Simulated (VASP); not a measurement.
# WI6 (Fm-3m) in VASP: a series of runs, part 2 of 3

VASP 6.6.1. The steps go on from the part before.

## Step 3: Single point, PBE

Input file INCAR:

```
PREC = Accurate
ENCUT = 520
EDIFF = 1E-6
ISMEAR = 0
SIGMA = 0.01
LREAL = F
LASPH = T
NELM = 80
ALGO = Normal
ISIF = 2
LWAVE = F
LCHARG = F
GGA = PE
NBANDS = 37
```

Input file KPOINTS:

```
regular mesh
0
Gamma
  6 6 6
```

Input file POSCAR:

```
WI6
1.0
    0.0000000000      5.7848728062      5.7848728062
    5.7848728062      0.0000000000      5.7848728062
    5.7848728062      5.7848728062      0.0000000000
W I
1 6
Direct
    0.0000000000      0.0000000000      0.0000000000
    0.7657112417      0.2342887583      0.2342887583
    0.2342887583      0.7657112417      0.7657112417
    0.2342887583      0.7657112417      0.2342887583
    0.7657112417      0.2342887583      0.7657112417
    0.2342887583      0.2342887583      0.7657112417
    0.7657112417      0.7657112417      0.2342887583
```

Potentials or basis: VASP PAW PBE potentials, release 64 (W_sv, I).

The run is started by

```bash
> cat potpaw_PBE.64/W_sv/POTCAR potpaw_PBE.64/I/POTCAR > POTCAR
> mpirun -np 1 vasp_std > vasp.out
```

OUTCAR:

```text
PREC = Accurate
   ENCUT = 520
   EDIFF = 1E-6
   ISMEAR = 0
   LREAL = F
   LASPH = T
   NELM = 80
   ISIF = 2
   GGA = PE

 ion  position               nearest neighbor table
   1  0.000  0.000  0.000-   3 2.71   5 2.71   7 2.71   2 2.71   6 2.71   4 2.71
   2  0.766  0.234  0.234-   1 2.71
   3  0.234  0.766  0.766-   1 2.71
   4  0.234  0.766  0.234-   1 2.71
   5  0.766  0.234  0.766-   1 2.71
   6  0.234  0.234  0.766-   1 2.71
   7  0.766  0.766  0.234-   1 2.71

  LATTYP: Found a face centered cubic cell.
 ALAT       =    11.5697456124

  Lattice vectors:

 A1 = (   0.0000000000,   5.7848728062,   5.7848728062)
 A2 = (   5.7848728062,   0.0000000000,   5.7848728062)
 A3 = (   5.7848728062,   5.7848728062,   0.0000000000)

Analysis of symmetry for initial positions (statically):
=====================================================================
 Subroutine PRICEL returns:
 Original cell was already a primitive cell.

 Routine SETGRP: Setting up the symmetry group for a
 face centered cubic supercell.

 Subroutine GETGRP returns: Found 48 space group operations
 (whereof 48 operations were pure point group operations)
 out of a pool of 48 trial point group operations.

The static configuration has the point symmetry O_h .

Analysis of symmetry for dynamics (positions and initial velocities):
=====================================================================
 Subroutine PRICEL returns:
 Original cell was already a primitive cell.

 Routine SETGRP: Setting up the symmetry group for a
 face centered cubic supercell.

 Subroutine GETGRP returns: Found 48 space group operations
 (whereof 48 operations were pure point group operations)
 out of a pool of 48 trial point group operations.

The dynamic configuration has the point symmetry O_h .

 Subroutine INISYM returns: Found 48 space group operations
 (whereof 48 operations are pure point group operations),
 and found     1 'primitive' translations

----------------------------------------------------------------------------------------

                                     Primitive cell

  volume of cell :     387.1787

  direct lattice vectors                    reciprocal lattice vectors
     0.000000000  5.784872806  5.784872806    -0.086432324  0.086432324  0.086432324
     5.784872806  0.000000000  5.784872806     0.086432324 -0.086432324  0.086432324
     5.784872806  5.784872806  0.000000000     0.086432324  0.086432324 -0.086432324

  length of vectors
     8.181045579  8.181045579  8.181045579     0.149705176  0.149705176  0.149705176

  position of ions in fractional coordinates (direct lattice)
     0.000000000  0.000000000  0.000000000
     0.765711242  0.234288758  0.234288758
     0.234288758  0.765711242  0.765711242
     0.234288758  0.765711242  0.234288758
     0.765711242  0.234288758  0.765711242
     0.234288758  0.234288758  0.765711242
     0.765711242  0.765711242  0.234288758

[... 30 lines left out ...]

 Subroutine IBZKPT returns following result:
 ===========================================

 Found     16 irreducible k-points:

 Following reciprocal coordinates:
            Coordinates               Weight
  0.000000  0.000000  0.000000      1.000000
  0.166667  0.000000  0.000000      8.000000
  0.333333  0.000000  0.000000      8.000000
  0.500000  0.000000  0.000000      4.000000
  0.166667  0.166667  0.000000      6.000000
  0.333333  0.166667  0.000000     24.000000
[... 8 lines left out ...]
 -0.333333  0.333333  0.166667     24.000000
 -0.333333  0.500000  0.166667     12.000000
   k-points           NKPTS =     16   k-points in BZ     NKDIM =     16   number of bands    NBANDS=     37
   number of dos      NEDOS =    301   number of ions     NIONS =      7
   total plane-waves  NPLWV = 262144
   dimension x,y,z NGX =    64 NGY =   64 NGZ =   64
   dimension x,y,z NGXF=   128 NGYF=  128 NGZF=  128
   ions per type =               1   6
   NGX,Y,Z   is equivalent  to a cutoff of  13.01, 13.01, 13.01 a.u.
   NGXF,Y,Z  is equivalent  to a cutoff of  26.01, 26.01, 26.01 a.u.
 SYSTEM =  unknown system
   PREC   = accura    normal or accurate (medium, high low for compatibility)
   ISTART =      0    job   : 0-new  1-cont  2-samecut
   ICHARG =      2    charge: 1-file 2-atom 10-const
   ISPIN  =      1    spin polarized calculation?
   LNONCOLLINEAR =      F non collinear calculations
   LSORBIT =      F    spin-orbit coupling
   LASPH  =      T    aspherical Exc in radial PAW
   ENCUT  =  520.0 eV  38.22 Ry    6.18 a.u.  15.21 15.21 15.21*2*pi/ulx,y,z
   NELM   =     80;   NELMIN=  2; NELMDL= -5     # of ELM steps
   EDIFF  = 0.1E-05   stopping-criterion for ELM
   LREAL  =      F    real-space projection
   EDIFFG = 0.1E-04   stopping-criterion for IOM
   NSW    =      0    number of steps for IOM
   IBRION =     -1    ionic relax: 0-MD 1-quasi-New 2-CG
   NFREE  =      0    steps in history (QN), initial steepest desc. (CG)
   ISIF   =      2    stress and relaxation
   ISYM   =      2    0-nonsym 1-usesym 2-fastsym
   POTIM  = 0.5000    time-step for ionic-motion
   TEBEG  =    0.0;   TEEND  =   0.0 temperature during run
   PSTRESS=    0.0 pullay stress
   NELECT =      56.0000    total number of electrons
   NUPDOWN=      -1.0000    fix difference up-down
   EMIN   =  10.00;   EMAX   =-10.00  energy-range for DOS
   EFERMI =   0.00;   METHOD = LEGACY
   ISMEAR =     0;   SIGMA  =   0.01  broadening in eV -4-tet -1-fermi 0-gaus
   EFERMI_NEDOS =   21; number of points for ismear=-14 and -15
   IALGO  =     38    algorithm
   IMIX   =      4    mixing-type and parameters
     AMIX     =   0.40;   BMIX     =  1.00
     AMIX_MAG =   1.60;   BMIX_MAG =  1.00
  volume/ion in A,a.u.               =      55.31       373.26
  Fermi-wavevector in a.u.,A,eV,Ry     =   0.859344  1.623925 10.047522  0.738472
  Thomas-Fermi vector in A             =   1.976685
   LORBIT       =      0    0 simple, 1 ext, 2 COOP (PROOUT), +10 PAW based schemes
   GGA     = PE    functional components
   LHFCALC =     F    Hartree Fock is set to
   AEXX    =    0.0000 exact exchange contribution
   IVDW    =     0    specifies the selected vdW correction
   LEPSILON=     F    determine dielectric tensor
   LRPA    =     F    only Hartree local field effects (RPA)
 non-spin polarized calculation
 Gauss-broadening in eV      SIGMA  =   0.01
  energy-cutoff  :      520.00
  volume of cell :      387.18
 maximum number of plane-waves:     10478
 NGX is ok and might be reduce to    64
   NGX = 31   NGY = 31   NGZ = 31

 number of electron      56.0000002 magnetization

 Free energy of the ion-electron system (eV)
  ---------------------------------------------------
  ext. energy  EPLUGINS =         0.00000000
  ---------------------------------------------------
  free energy    TOTEN  =       -22.16476014 eV

  energy without entropy =      -22.16476014  energy(sigma->0) =      -22.16476014

 E-fermi :   0.3971     XC(G=0):  -6.6296

 val. band max:        0.2939552376   @ k =   0.0000   0.0000   0.0000
 cond. band min:       0.4800257911   @ k =   0.5000   0.5000   0.0000
 fundamental gap:      0.1860705534
 Fermi energy:         0.3971210651

 k-point     1 :       0.0000    0.0000    0.0000
  band No.  band energies     occupation
      1     -75.2573      2.00000
      2     -39.3204      2.00000
      3     -39.3204      2.00000
      4     -39.3204      2.00000
      5     -12.1329      2.00000
      6     -11.3410      2.00000
[... 629 lines left out ...]
     36       6.7695      0.00000
     37       6.8912      0.00000

------------------------ aborting loop because EDIFF is reached ----------------------------------------

  FORCE on cell =-STRESS in cart. coord.  units (eV):
  Direction    XX          YY          ZZ          XY          YZ          ZX
  --------------------------------------------------------------------------------------
  -------------------------------------------------------------------------------------
  Total       -0.0202995     -0.0202995     -0.0202995      0.0000000      0.0000000     -0.0000000
  in kB       -0.0840011     -0.0840011     -0.0840011      0.0000000      0.0000000     -0.0000000
  external PRESSURE =      -0.0840011 kB  Pullay stress =       0.0000000 kB

 VOLUME and BASIS-vectors are now :
 -----------------------------------------------------------------------------
  energy-cutoff  :      520.00
  volume of cell :      387.18
      direct lattice vectors                 reciprocal lattice vectors
     0.000000000  5.784872806  5.784872806    -0.086432324  0.086432324  0.086432324
     5.784872806  0.000000000  5.784872806     0.086432324 -0.086432324  0.086432324
     5.784872806  5.784872806  0.000000000     0.086432324  0.086432324 -0.086432324

 POSITION                                       TOTAL-FORCE (eV/Angst)
 -----------------------------------------------------------------------------------
      0.00000      0.00000      0.00000         0.000000     -0.000000      0.000000
      2.71066      5.78487      5.78487        -0.000987     -0.000000      0.000000
      8.85908      5.78487      5.78487         0.000987     -0.000000      0.000000
      5.78487      2.71066      5.78487         0.000000     -0.000987      0.000000
      5.78487      8.85908      5.78487         0.000000      0.000987      0.000000
      5.78487      5.78487      2.71066         0.000000     -0.000000     -0.000987
      5.78487      5.78487      8.85908         0.000000     -0.000000      0.000987
 -----------------------------------------------------------------------------------
    total drift:                               -0.000000     -0.000000     -0.000000

  FREE ENERGIE OF THE ION-ELECTRON SYSTEM (eV)
  ---------------------------------------------------
  free  energy   TOTEN  =       -22.1647601443 eV

  energy  without entropy=      -22.1647601443  energy(sigma->0) =      -22.16476014
```

OSZICAR:

```text
N       E                     dE             d eps       ncg     rms          rms(c)
DAV:   1     0.380768971740E+03    0.38077E+03   -0.21874E+04  1320   0.123E+03
DAV:   2     0.107900680988E+02   -0.36998E+03   -0.36182E+03  1571   0.235E+02
DAV:   3    -0.247090801682E+02   -0.35499E+02   -0.35338E+02  1491   0.718E+01
DAV:   4    -0.257228098284E+02   -0.10137E+01   -0.10122E+01  1667   0.133E+01
DAV:   5    -0.257377263915E+02   -0.14917E-01   -0.14915E-01  1489   0.177E+00    0.171E+01
DAV:   6    -0.253876678055E+02    0.35006E+00   -0.54258E+01  1184   0.212E+01    0.167E+01
DAV:   7    -0.227190354567E+02    0.26686E+01   -0.25839E+01  1184   0.189E+01    0.687E+00
DAV:   8    -0.222155909128E+02    0.50344E+00   -0.86617E-01  1334   0.479E+00    0.279E+00
DAV:   9    -0.221847802558E+02    0.30811E-01   -0.30701E-01  1244   0.284E+00    0.166E+00
DAV:  10    -0.221863097896E+02   -0.15295E-02   -0.90004E-02  1234   0.221E+00    0.126E+00
DAV:  11    -0.221657314187E+02    0.20578E-01   -0.28647E-02  1234   0.134E+00    0.209E-01
DAV:  12    -0.221646960269E+02    0.10354E-02   -0.25491E-03  1319   0.279E-01    0.112E-01
DAV:  13    -0.221647506636E+02   -0.54637E-04   -0.30830E-04  1391   0.760E-02    0.571E-02
DAV:  14    -0.221647588376E+02   -0.81741E-05   -0.28497E-05  1455   0.256E-02    0.413E-02
DAV:  15    -0.221647605096E+02   -0.16720E-05   -0.24281E-05  1289   0.284E-02    0.116E-02
DAV:  16    -0.221647601443E+02    0.36531E-06   -0.18074E-06  1169   0.814E-03
   1 F= -.22164760E+02 E0= -.22164760E+02  d E =-.110997E-33
```

stdout:

```text
POSCAR found type information on POSCAR W I
 POSCAR found :  2 types and       7 ions
 scaLAPACK will be used
 LDA part: xc-table for (Slater+PW92), standard interpolation
 POSCAR, INCAR and KPOINTS ok, starting setup
 FFT: planning ... GRIDC
 FFT: planning ... GRID_SOFT
 FFT: planning ... GRID
 WAVECAR not read
 entering main loop
```

Run time: 3 min. Hardware: 1 thread of Intel Xeon 6975P-C (Granite Rapids), shared host; peak memory 0.65 GiB.

What came out:

```
Free energy            : -22.1648 eV
Pressure               : 0.0 GPa
Band gap on the k mesh : 0.19 eV (least direct gap 0.19 eV)
```

Levels at points of the mesh, in eV from the valence-band top:
| k point | band 26 | band 27 | band 28 | band 29 | band 30 | band 31 |
| --- | --- | --- | --- | --- | --- | --- |
| (0.00, 0.00, 0.00) | 0.00 | 0.00 | 0.00 | 0.20 | 0.20 | 0.20 |
| (0.50, 0.00, 0.00) | -0.43 | -0.43 | -0.27 | 0.37 | 0.48 | 0.48 |
| (0.50, 0.50, 0.00) | -0.60 | -0.60 | -0.01 | 0.19 | 0.73 | 0.73 |

Caveat: spin-orbit coupling is left out, which moves the levels of the heavy elements.

## Step 4: Single point, PBE (56.96 Å³/atom)

This run uses another cell than the first one, of 56.96 Å³/atom.

Input file INCAR:

```
SYSTEM = WI6
  PREC = Accurate
  ENCUT = 520
  EDIFF = 1E-6
  ISMEAR = 0
  SIGMA = 0.01
  LREAL = .FALSE.
  LASPH = .TRUE.
  NELM = 80
  ALGO = Normal
  ISIF = 2
  LWAVE = .FALSE.
  LCHARG = .FALSE.
  GGA = PE
  NBANDS = 37
```

Input file KPOINTS:

```
Automatic mesh
0
G
  6 6 6
  0 0 0
```

Input file POSCAR:

```
WI6
1.0
    0.0000000000      5.8417183368      5.8417183368
    5.8417183368      0.0000000000      5.8417183368
    5.8417183368      5.8417183368      0.0000000000
W I
1 6
Direct
    0.0000000000      0.0000000000      0.0000000000
    0.7679576749      0.2320423251      0.2320423251
    0.2320423251      0.7679576749      0.7679576749
    0.2320423251      0.7679576749      0.2320423251
    0.7679576749      0.2320423251      0.7679576749
    0.2320423251      0.2320423251      0.7679576749
    0.7679576749      0.7679576749      0.2320423251
```

The run is started by

```bash
> cat potpaw_PBE.64/W_sv/POTCAR potpaw_PBE.64/I/POTCAR > POTCAR
> mpirun -np 1 vasp_std > vasp.out
```

It took 3.1 min on 1 thread of Intel Xeon 6975P-C (Granite Rapids), shared host; peak memory 0.64 GiB.

Results (log left out):

- Free energy: -22.1631 eV
- Pressure: -0.1 GPa
- Band gap on the k mesh: 0.24 eV (least direct gap 0.24 eV)

Levels at points of the mesh, in eV from the valence-band top:
| k point | band 24 | band 25 | band 26 | band 27 | band 28 | band 29 | band 30 | band 31 | band 32 | band 33 |
| --- | --- | --- | --- | --- | --- | --- | --- | --- | --- | --- |
| (0.00, 0.00, 0.00) | -0.45 | -0.45 | 0.00 | 0.00 | 0.00 | 0.25 | 0.25 | 0.25 | 3.37 | 3.37 |
| (0.50, 0.00, 0.00) | -0.48 | -0.48 | -0.39 | -0.39 | -0.24 | 0.41 | 0.50 | 0.50 | 3.02 | 3.02 |
| (0.50, 0.50, 0.00) | -0.66 | -0.66 | -0.59 | -0.59 | -0.01 | 0.24 | 0.74 | 0.74 | 2.28 | 3.35 |

Caveat: spin-orbit coupling is left out, which moves the levels of the heavy elements. A k mesh can miss the band edges.

## Step 5: Single point, PBE (58.62 Å³/atom)

This run uses another cell than the first one, of 58.62 Å³/atom.

Input file INCAR:

```
SYSTEM = WI6
PREC = Accurate
ENCUT = 520
EDIFF = 1E-6
ISMEAR = 0
SIGMA = 0.01
LREAL = .False.
LASPH = .True.
NELM = 60
ALGO = Normal
ISIF = 2
LWAVE = .False.
LCHARG = .False.
GGA = PE
NBANDS = 37
```

Input file KPOINTS:

```
Automatic mesh
0
Gamma
  6 6 6
  0 0 0
```

Input file POSCAR:

```
WI6
1.0
    0.0000000000      5.8978921514      5.8978921514
    5.8978921514      0.0000000000      5.8978921514
    5.8978921514      5.8978921514      0.0000000000
W I
1 6
Direct
    0.0000000000      0.0000000000      0.0000000000
    0.7701397794      0.2298602206      0.2298602206
    0.2298602206      0.7701397794      0.7701397794
    0.2298602206      0.7701397794      0.2298602206
    0.7701397794      0.2298602206      0.7701397794
    0.2298602206      0.2298602206      0.7701397794
    0.7701397794      0.7701397794      0.2298602206
```

The run is started by

```bash
> cat potpaw_PBE.64/W_sv/POTCAR potpaw_PBE.64/I/POTCAR > POTCAR
> mpirun -np 1 vasp_std > vasp.out
```

Wall time 3.4 min (1 thread of Intel Xeon 6975P-C (Granite Rapids), shared host); peak memory 0.68 GiB.

Results (log left out):

```
Free energy            : -22.1587 eV
Pressure               : -0.1 GPa
Band gap on the k mesh : 0.28 eV (least direct gap 0.29 eV)
```

Levels at points of the mesh, in eV from the valence-band top:
```tsv
k point	band 26	band 27	band 28	band 29	band 30	band 31
(0.00, 0.00, 0.00)	0.00	0.00	0.00	0.30	0.30	0.30
(0.50, 0.00, 0.00)	-0.35	-0.35	-0.22	0.44	0.53	0.53
(0.50, 0.50, 0.00)	-0.58	-0.58	-0.01	0.28	0.74	0.74
```

Caveat: spin-orbit coupling is left out, which moves the levels of the heavy elements. A k mesh can miss the band edges.

[end of part 2 of 3]
